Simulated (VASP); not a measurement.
A run of VASP 6.6.1 is set up as follows.

Contents of INCAR:

```
SYSTEM = CdI2
PREC     = Accurate       ! precision mode
ENCUT    = 500            ! plane-wave cutoff, eV
EDIFF    = 1E-6           ! SCF threshold, eV
ISMEAR   = -1             ! smearing method
SIGMA    = 0.03           ! smearing width, eV
LREAL    = .FALSE.        ! projectors in reciprocal space
LASPH    = .TRUE.         ! aspherical terms in the spheres
NELM     = 120            ! most SCF steps
ALGO     = Normal         ! electronic algorithm
ISIF     = 2              ! what is computed and relaxed
LWAVE    = .FALSE.        ! write WAVECAR
LCHARG   = .FALSE.        ! write CHGCAR
GGA      = PS             ! functional
NBANDS   = 20             ! bands
GGA_COMPAT= .FALSE.
```

KPOINTS

```
Automatic mesh
0
G
  8 8 5
  0 0 0
```

File POSCAR:

```
CdI2
1.0
    4.2015592226      0.0000000000      0.0000000000
   -2.1007796112      3.6386570222      0.0000000000
    0.0000000000      0.0000000000      6.8590000000
Cd I
1 2
Direct
    0.0000000000      0.0000000000      0.0000000000
    0.3333333333      0.6666666667      0.2492000000
    0.6666666667      0.3333333333      0.7508000000
```

Potentials or basis: VASP PAW PBE potentials, release 64 (Cd, I).

Command:

```sh
$ cat potpaw_PBE.64/Cd/POTCAR potpaw_PBE.64/I/POTCAR > POTCAR
$ mpirun -np 1 vasp_std > vasp.out
```

Task: Predict the band gap on the k mesh.

Result: 2.27 eV (least direct gap 2.58 eV).

Task: What does it give for the pressure?

Result: 0.4 GPa.

Task: What does it give for the largest force?

Result: 0.023 eV/Å.

Forces in eV/Å, atoms in the order of the input:
```
Cd   0.000  0.000  0.000
I    0.000  0.000  0.023
I    0.000  0.000 -0.023
```

Caveat: the cell differs from its parent crystal (equal xx and yy strain of -1 %); the PAW data sets were made with another functional, which shifts forces and pressure a little; spin-orbit coupling is left out, which moves the levels of the heavy elements; an odd mesh through Γ misses points on the zone boundary, where band edges can lie; this functional lacks dispersion, which binds the layers, so the pressure and a relaxed spacing across them are unreliable.
